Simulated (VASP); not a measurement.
# Cs (Fm-3m) in VASP: further runs

The runs below take Cs through single point, with LDA.

Program: VASP 6.6.1. These are calculated values, not measurements. Logs are shortened: lines on timing, memory, paths and dates and some standing lists are left out, and cuts for length are marked.

**1. The cell of the first run**

It takes space group Fm-3m (No. 225, cubic). The conventional cell has a = 7.175 Å, b = 7.175 Å, c = 7.175 Å, α = 90.00°, β = 90.00°, γ = 90.00°.

**2. Single point, LDA (volume scaled by 0.96)**

INCAR reads:

```
SYSTEM = Cs
PREC     = Accurate       ! precision mode
ENCUT    = 520            ! plane-wave cutoff, eV
EDIFF    = 1E-6           ! SCF threshold, eV
ISMEAR   = -1             ! smearing method
SIGMA    = 0.1            ! smearing width, eV
LREAL    = .FALSE.        ! projectors in reciprocal space
LASPH    = .TRUE.         ! aspherical terms in the spheres
NELM     = 80             ! most SCF steps
ALGO     = Normal         ! electronic algorithm
ISIF     = 2              ! what is computed and relaxed
LWAVE    = .FALSE.        ! write WAVECAR
LCHARG   = .FALSE.        ! write CHGCAR
GGA      = CA             ! functional
NBANDS   = 10             ! bands
```

KPOINTS reads:

```
regular mesh
0
G
  9 9 9
  0 0 0
```

POSCAR reads:

```
Cs
1.0
    0.0000000000      3.5872825665      3.5872825665
    3.5872825665      0.0000000000      3.5872825665
    3.5872825665      3.5872825665      0.0000000000
Cs
1
Direct
    0.0000000000      0.0000000000      0.0000000000
```

Potentials or basis: VASP PAW LDA potentials, release 64 (Cs_sv).

Started as:

```
> cat potpaw_LDA.64/Cs_sv/POTCAR > POTCAR
> mpirun -np 1 vasp_std > vasp.out
```

OUTCAR:

```text
SYSTEM = Cs
   PREC = Accurate
   ENCUT = 520
   EDIFF = 1E-6
   ISMEAR = -1
   LREAL = .FALSE.
   LASPH = .TRUE.
   NELM = 80
   ISIF = 2
   GGA = CA

 ion  position               nearest neighbor table
   1  0.000  0.000  0.000-

  LATTYP: Found a face centered cubic cell.
 ALAT       =     7.1745651330

  Lattice vectors:

 A1 = (   0.0000000000,   3.5872825665,   3.5872825665)
 A2 = (   3.5872825665,   0.0000000000,   3.5872825665)
 A3 = (   3.5872825665,   3.5872825665,   0.0000000000)

Analysis of symmetry for initial positions (statically):
=====================================================================
 Subroutine PRICEL returns:
 Original cell was already a primitive cell.

 Routine SETGRP: Setting up the symmetry group for a
 face centered cubic supercell.

 Subroutine GETGRP returns: Found 48 space group operations
 (whereof 48 operations were pure point group operations)
 out of a pool of 48 trial point group operations.

The static configuration has the point symmetry O_h .

Analysis of symmetry for dynamics (positions and initial velocities):
=====================================================================
 Subroutine PRICEL returns:
 Original cell was already a primitive cell.

 Routine SETGRP: Setting up the symmetry group for a
 face centered cubic supercell.

 Subroutine GETGRP returns: Found 48 space group operations
 (whereof 48 operations were pure point group operations)
 out of a pool of 48 trial point group operations.

The dynamic configuration has the point symmetry O_h .

 Subroutine INISYM returns: Found 48 space group operations
 (whereof 48 operations are pure point group operations),
 and found     1 'primitive' translations

----------------------------------------------------------------------------------------

                                     Primitive cell

  volume of cell :      92.3266

  direct lattice vectors                    reciprocal lattice vectors
     0.000000000  3.587282566  3.587282566    -0.139381270  0.139381270  0.139381270
     3.587282566  0.000000000  3.587282566     0.139381270 -0.139381270  0.139381270
     3.587282566  3.587282566  0.000000000     0.139381270  0.139381270 -0.139381270

  length of vectors
     5.073183658  5.073183658  5.073183658     0.241415441  0.241415441  0.241415441

  position of ions in fractional coordinates (direct lattice)
     0.000000000  0.000000000  0.000000000

  ion indices of the primitive-cell ions
   primitive index   ion index
                 1           1

----------------------------------------------------------------------------------------

 KPOINTS: regular mesh

Automatic generation of k-mesh.
 Grid dimensions read from file:
 generate k-points for:    9    9    9

 Generating k-lattice:

  Cartesian coordinates                     Fractional coordinates (reciprocal lattice)
    -0.015486808  0.015486808  0.015486808     0.111111111  0.000000000  0.000000000
     0.015486808 -0.015486808  0.015486808     0.000000000  0.111111111  0.000000000
     0.015486808  0.015486808 -0.015486808     0.000000000  0.000000000  0.111111111

  Length of vectors
     0.026823938  0.026823938  0.026823938

  Shift w.r.t. Gamma in fractional coordinates (k-lattice)
     0.000000000  0.000000000  0.000000000

 Subroutine IBZKPT returns following result:
 ===========================================

 Found     35 irreducible k-points:

 Following reciprocal coordinates:
            Coordinates               Weight
  0.000000  0.000000  0.000000      1.000000
  0.111111  0.000000  0.000000      8.000000
  0.222222  0.000000  0.000000      8.000000
  0.333333  0.000000  0.000000      8.000000
  0.444444  0.000000  0.000000      8.000000
  0.111111  0.111111  0.000000      6.000000
[... 16 lines left out ...]
 -0.333333  0.333333  0.000000     12.000000
  0.444444  0.444444  0.000000      6.000000
 [... further k-points ...]
   k-points           NKPTS =     35   k-points in BZ     NKDIM =     35   number of bands    NBANDS=     10
   number of dos      NEDOS =    301   number of ions     NIONS =      1
   total plane-waves  NPLWV =  64000
   dimension x,y,z NGX =    40 NGY =   40 NGZ =   40
   dimension x,y,z NGXF=    80 NGYF=   80 NGZF=   80
   ions per type =               1
   NGX,Y,Z   is equivalent  to a cutoff of  13.11, 13.11, 13.11 a.u.
   NGXF,Y,Z  is equivalent  to a cutoff of  26.22, 26.22, 26.22 a.u.
 SYSTEM =  Cs
   PREC   = accura    normal or accurate (medium, high low for compatibility)
   ISTART =      0    job   : 0-new  1-cont  2-samecut
   ICHARG =      2    charge: 1-file 2-atom 10-const
   ISPIN  =      1    spin polarized calculation?
   LNONCOLLINEAR =      F non collinear calculations
   LSORBIT =      F    spin-orbit coupling
   LASPH  =      T    aspherical Exc in radial PAW
   ENCUT  =  520.0 eV  38.22 Ry    6.18 a.u.   9.43  9.43  9.43*2*pi/ulx,y,z
   NELM   =     80;   NELMIN=  2; NELMDL= -5     # of ELM steps
   EDIFF  = 0.1E-05   stopping-criterion for ELM
   LREAL  =      F    real-space projection
   EDIFFG = 0.1E-04   stopping-criterion for IOM
   NSW    =      0    number of steps for IOM
   IBRION =     -1    ionic relax: 0-MD 1-quasi-New 2-CG
   NFREE  =      0    steps in history (QN), initial steepest desc. (CG)
   ISIF   =      2    stress and relaxation
   ISYM   =      2    0-nonsym 1-usesym 2-fastsym
   POTIM  = 0.5000    time-step for ionic-motion
   TEBEG  =    0.0;   TEEND  =   0.0 temperature during run
   PSTRESS=    0.0 pullay stress
   NELECT =       9.0000    total number of electrons
   NUPDOWN=      -1.0000    fix difference up-down
   EMIN   =  10.00;   EMAX   =-10.00  energy-range for DOS
   EFERMI =   0.00;   METHOD = LEGACY
   ISMEAR =    -1;   SIGMA  =   0.10  broadening in eV -4-tet -1-fermi 0-gaus
   EFERMI_NEDOS =   21; number of points for ismear=-14 and -15
   IALGO  =     38    algorithm
   IMIX   =      4    mixing-type and parameters
     AMIX     =   0.40;   BMIX     =  1.00
     AMIX_MAG =   1.60;   BMIX_MAG =  1.00
  volume/ion in A,a.u.               =      92.33       623.05
  Fermi-wavevector in a.u.,A,eV,Ry     =   0.753437  1.423789  7.723576  0.567667
  Thomas-Fermi vector in A             =   1.850876
   LORBIT       =      0    0 simple, 1 ext, 2 COOP (PROOUT), +10 PAW based schemes
   GGA     = CA    functional components
   LHFCALC =     F    Hartree Fock is set to
   AEXX    =    0.0000 exact exchange contribution
   IVDW    =     0    specifies the selected vdW correction
   LEPSILON=     F    determine dielectric tensor
   LRPA    =     F    only Hartree local field effects (RPA)
 non-spin polarized calculation
  energy-cutoff  :      520.00
  volume of cell :       92.33
 maximum number of plane-waves:      2517
 NGX is ok and might be reduce to    40
   NGX = 19   NGY = 19   NGZ = 19

 number of electron       9.0000001 magnetization

 Free energy of the ion-electron system (eV)
  ---------------------------------------------------
  ext. energy  EPLUGINS =         0.00000000
  ---------------------------------------------------
  free energy    TOTEN  =        -1.01404841 eV

  energy without entropy =       -0.97471505  energy(sigma->0) =       -0.99438173

 E-fermi :   0.8851     XC(G=0):  -6.1369

 val. band max:        0.8154744638   @ k =   0.4444   0.2222   0.0000
 cond. band min:       0.8894864839   @ k =  -0.4444   0.1111   0.0000
 fundamental gap:      0.0740120201
 Fermi energy:         0.8851376805

 k-point     1 :       0.0000    0.0000    0.0000
  band No.  band energies     occupation
      1     -22.8179      2.00000
      2      -9.5027      2.00000
      3      -9.5027      2.00000
      4      -9.5027      2.00000
      5      -1.0205      2.00000
      6       3.3963      0.00000
      7       3.3963      0.00000
      8       3.3963      0.00000
      9       4.7161      0.00000
     10       4.7161      0.00000

 k-point     2 :       0.1111    0.0000    0.0000
  band No.  band energies     occupation
      1     -22.8159      2.00000
      2      -9.5387      2.00000
      3      -9.5072      2.00000
      4      -9.5072      2.00000
      5      -0.8568      2.00000
      6       3.1365      0.00000
      7       3.4698      0.00000
      8       3.4698      0.00000
      9       4.5840      0.00000
     10       4.5840      0.00000

 k-point     3 :       0.2222    0.0000    0.0000
  band No.  band energies     occupation
      1     -22.8108      2.00000
      2      -9.6271      2.00000
      3      -9.5186      2.00000
      4      -9.5186      2.00000
      5      -0.4091      2.00000
      6       2.6614      0.00000
      7       3.5312      0.00000
      8       3.5312      0.00000
      9       4.5446      0.00000
     10       4.5446      0.00000

 k-point     4 :       0.3333    0.0000    0.0000
  band No.  band energies     occupation
      1     -22.8048      2.00000
      2      -9.7236      2.00000
      3      -9.5313      2.00000
      4      -9.5313      2.00000
      5       0.1867      1.99815
      6       2.2599      0.00000
      7       3.3865      0.00000
      8       3.3865      0.00000
      9       4.9865      0.00000
     10       4.9865      0.00000
[... 222 lines left out ...]
 k-point    22 :      -0.4444    0.3333    0.0000
  band No.  band energies     occupation
      1     -22.7955      2.00000
      2      -9.7386      2.00000
      3      -9.6487      2.00000
      4      -9.5862      2.00000
      5       1.3010      0.03079
      6       1.8388      0.00014
      7       2.5037      0.00000
      8       4.3007      0.00000
      9       4.6739      0.00000
     10       5.7044      0.00000

 k-point    23 :      -0.3333    0.3333    0.0000
  band No.  band energies     occupation
      1     -22.7961      2.00000
      2      -9.6981      2.00000
      3      -9.6954      2.00000
      4      -9.5703      2.00000
      5       1.5985      0.00159
      6       1.7289      0.00043
      7       2.3653      0.00000
      8       4.0099      0.00000
      9       4.6547      0.00000
     10       5.1637      0.00000

 k-point    24 :       0.4444    0.4444    0.0000
  band No.  band energies     occupation
      1     -22.7954      2.00000
      2      -9.7661      2.00000
      3      -9.6030      2.00000
      4      -9.6030      2.00000
      5       0.9432      0.71768
      6       1.7853      0.00025
      7       2.7237      0.00000
      8       5.2744      0.00000
      9       5.2744      0.00000
     10       5.7002      0.00000

 [... further k-points ...]

------------------------ aborting loop because EDIFF is reached ----------------------------------------

  FORCE on cell =-STRESS in cart. coord.  units (eV):
  Direction    XX          YY          ZZ          XY          YZ          ZX
  --------------------------------------------------------------------------------------
  -------------------------------------------------------------------------------------
  Total        0.0504243      0.0504243      0.0504243      0.0000000     -0.0000000     -0.0000000
  in kB        0.8750318      0.8750318      0.8750318      0.0000000     -0.0000000     -0.0000000
  external PRESSURE =       0.8750318 kB  Pullay stress =       0.0000000 kB

 VOLUME and BASIS-vectors are now :
 -----------------------------------------------------------------------------
  energy-cutoff  :      520.00
  volume of cell :       92.33
      direct lattice vectors                 reciprocal lattice vectors
     0.000000000  3.587282566  3.587282566    -0.139381270  0.139381270  0.139381270
     3.587282566  0.000000000  3.587282566     0.139381270 -0.139381270  0.139381270
     3.587282566  3.587282566  0.000000000     0.139381270  0.139381270 -0.139381270

 POSITION                                       TOTAL-FORCE (eV/Angst)
 -----------------------------------------------------------------------------------
      0.00000      0.00000      0.00000         0.000000      0.000000      0.000000
 -----------------------------------------------------------------------------------
    total drift:                               -0.000000     -0.000000     -0.000000

  FREE ENERGIE OF THE ION-ELECTRON SYSTEM (eV)
  ---------------------------------------------------
  free  energy   TOTEN  =        -1.0140484052 eV

  energy  without entropy=       -0.9747150531  energy(sigma->0) =       -0.99438173
```

Run time: 25 s. Hardware: 1 thread of Intel Xeon 8259CL, shared host; peak memory 0.2 GiB.

Results:

```
Free energy : -1.0140 eV
Pressure    : 0.1 GPa
```

Caveat: the cell differs from its parent crystal (volume scaled by 0.96); spin-orbit coupling is left out, which moves the levels of the heavy elements.

**3. Single point, LDA**

This run uses another cell than the first one, of 96.17 Å³/atom, 1.042 times its volume.

INCAR reads:

```
SYSTEM = Cs
ALGO = Normal
EDIFF = 1E-7
ENCUT = 520
GGA = CA
ISIF = 2
ISMEAR = -1
LASPH = .TRUE.
LCHARG = .FALSE.
LREAL = .FALSE.
LWAVE = .FALSE.
NBANDS = 10
NELM = 60
PREC = Accurate
SIGMA = 0.1
```

KPOINTS reads:

```
k-points
0
G
  9 9 9
  0 0 0
```

POSCAR reads:

```
Cs
1.0
    0.0000000000      3.6364295308      3.6364295308
    3.6364295308      0.0000000000      3.6364295308
    3.6364295308      3.6364295308      0.0000000000
Cs
1
Direct
    0.0000000000      0.0000000000      0.0000000000
```

Potentials or basis: VASP PAW LDA potentials, release 64 (Cs_sv).

Started as:

```
> cat potpaw_LDA.64/Cs_sv/POTCAR > POTCAR
> mpirun -np 1 vasp_std > vasp.out
```

OUTCAR:

```text
SYSTEM = Cs
   EDIFF = 1E-7
   ENCUT = 520
   GGA = CA
   ISIF = 2
   ISMEAR = -1
   LASPH = .TRUE.
   LREAL = .FALSE.
   NELM = 60
   PREC = Accurate

 ion  position               nearest neighbor table
   1  0.000  0.000  0.000-

  LATTYP: Found a face centered cubic cell.
 ALAT       =     7.2728590616

  Lattice vectors:

 A1 = (   0.0000000000,   3.6364295308,   3.6364295308)
 A2 = (   3.6364295308,   0.0000000000,   3.6364295308)
 A3 = (   3.6364295308,   3.6364295308,   0.0000000000)

Analysis of symmetry for initial positions (statically):
=====================================================================
 Subroutine PRICEL returns:
 Original cell was already a primitive cell.

 Routine SETGRP: Setting up the symmetry group for a
 face centered cubic supercell.

 Subroutine GETGRP returns: Found 48 space group operations
 (whereof 48 operations were pure point group operations)
 out of a pool of 48 trial point group operations.

The static configuration has the point symmetry O_h .

Analysis of symmetry for dynamics (positions and initial velocities):
[... 161 lines left out ...]
 fundamental gap:      0.0929031906
 Fermi energy:         0.7645253677

 k-point     1 :       0.0000    0.0000    0.0000
  band No.  band energies     occupation
      1     -22.9571      2.00000
      2      -9.6551      2.00000
      3      -9.6551      2.00000
      4      -9.6551      2.00000
      5      -1.1023      2.00000
      6       3.2530      0.00000
      7       3.2530      0.00000
      8       3.2530      0.00000
      9       4.5219      0.00000
     10       4.5219      0.00000
[... 287 lines left out ...]
 k-point    24 :       0.4444    0.4444    0.0000
  band No.  band energies     occupation
      1     -22.9384      2.00000
      2      -9.8864      2.00000
      3      -9.7434      2.00000
      4      -9.7434      2.00000
      5       0.8533      0.58313
      6       1.6961      0.00018
      7       2.5223      0.00000
      8       5.0344      0.00000
      9       5.0344      0.00000
     10       5.4639      0.00000

 [... further k-points ...]

------------------------ aborting loop because EDIFF is reached ----------------------------------------

  FORCE on cell =-STRESS in cart. coord.  units (eV):
  Direction    XX          YY          ZZ          XY          YZ          ZX
  --------------------------------------------------------------------------------------
  -------------------------------------------------------------------------------------
  Total       -0.0076543     -0.0076543     -0.0076543      0.0000000      0.0000000      0.0000000
  in kB       -0.1275156     -0.1275156     -0.1275156      0.0000000      0.0000000      0.0000000
  external PRESSURE =      -0.1275156 kB  Pullay stress =       0.0000000 kB

 VOLUME and BASIS-vectors are now :
 -----------------------------------------------------------------------------
  energy-cutoff  :      520.00
  volume of cell :       96.17
      direct lattice vectors                 reciprocal lattice vectors
     0.000000000  3.636429531  3.636429531    -0.137497508  0.137497508  0.137497508
     3.636429531  0.000000000  3.636429531     0.137497508 -0.137497508  0.137497508
     3.636429531  3.636429531  0.000000000     0.137497508  0.137497508 -0.137497508

 POSITION                                       TOTAL-FORCE (eV/Angst)
 -----------------------------------------------------------------------------------
      0.00000      0.00000      0.00000        -0.000000     -0.000000      0.000000
 -----------------------------------------------------------------------------------
    total drift:                               -0.000000     -0.000000     -0.000000

  FREE ENERGIE OF THE ION-ELECTRON SYSTEM (eV)
  ---------------------------------------------------
  free  energy   TOTEN  =        -1.0151616554 eV

  energy  without entropy=       -0.9760981741  energy(sigma->0) =       -0.99562991
```

stdout:

```text
POSCAR found type information on POSCAR Cs
 POSCAR found :  1 types and       1 ions
 scaLAPACK will be used
 LDA part: xc-table for (Slater(with rela. corr.)+CA(PZ))
 , standard interpolation
 POSCAR, INCAR and KPOINTS ok, starting setup
 FFT: planning ... GRIDC
 FFT: planning ... GRID_SOFT
 FFT: planning ... GRID
 WAVECAR not read
 entering main loop
```

Wall time 29 s (1 thread of Intel Xeon 8259CL, shared host); peak memory 0.2 GiB.

Results:

- Free energy: -1.0152 eV
- Pressure: 0.0 GPa

Caveat: spin-orbit coupling is left out, which moves the levels of the heavy elements.

(Continued in part 2 of 2.)
